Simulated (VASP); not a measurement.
Here is a VASP 6.6.1 calculation.

INCAR

```
SYSTEM = Hf
PREC = Accurate
ENCUT = 600
EDIFF = 1E-8
ISMEAR = -1
SIGMA = 0.05
LREAL = .False.
LASPH = .True.
NELM = 60
ALGO = Fast
ISIF = 3
LWAVE = .False.
LCHARG = .False.
GGA = PE
IBRION = 6
NFREE = 2
POTIM = 0.015
NSW = 1
```

KPOINTS

```
regular mesh
0
Gamma
  7 7 7
  0 0 0
```

Contents of POSCAR:

```
Hf
1.0
   -1.8050000000      1.8050000000      1.8050000000
    1.8050000000     -1.8050000000      1.8050000000
    1.8050000000      1.8050000000     -1.8050000000
Hf
1
Direct
    0.0000000000      0.0000000000      0.0000000000
```

Potentials or basis: VASP PAW PBE potentials, release 64 (Hf_pv).

Launch:

```bash
$ cat potpaw_PBE.64/Hf_pv/POTCAR > POTCAR
$ mpirun -np 1 vasp_std > vasp.out
```

Q: Estimate the elastic constants C11, C12, C44.

A: 107, 96, 60 GPa.

Q: Estimate the Voigt bulk modulus.

A: 100 GPa.

Clamped-ion elastic tensor (GPa):
```
107  96  96   0   0   0
 96 107  96   0   0   0
 96  96 107   0   0   0
  0   0   0  60   0   0
  0   0   0   0  60   0
  0   0   0   0   0  60
```

Caveat: the cell is under stress, which shifts elastic constants.
